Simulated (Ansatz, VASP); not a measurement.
HfN: VASP beside Ansatz

```
Hf N
1.0
     0.00000    2.43414    2.43414
     2.43414    0.00000    2.43414
     2.43414    2.43414    0.00000
Hf N
1 1
Direct
  0.00000 0.00000 0.00000
  0.25000 0.25000 0.25000
```

Alike in both runs: functional PBEsol; k mesh 10 × 10 × 10; occupations fermi-dirac, width 0.15 eV; no spin polarisation.

Ansatz relaxed the structure, and its values are those at the end. VASP's run is a single point on that final structure, the one shown.

```csv
,VASP,Ansatz
version,VASP 6.6.1,Ansatz 0.2.0
potentials or method,"VASP PAW PBE potentials, release 64 (Hf_pv, N)","plane waves, PAW"
plane-wave cutoff (eV),600,420
valence electrons in the cell,15,31
```

|  | VASP | Ansatz | Ansatz less VASP |
| --- | --- | --- | --- |
| pressure (GPa) | -0.9 | 0.0 | +0.93 |

VASP's potentials were made for PBE, not for PBEsol. The functional is the same, so the differences come from potentials, cutoffs and numerics. VASP's potentials hold 15 valence electrons a cell and Ansatz's 31, so a difference there can come from the potentials and not from the codes. Ansatz's warnings: stress scf threshold loose.

Neither program's run includes spin-orbit coupling.
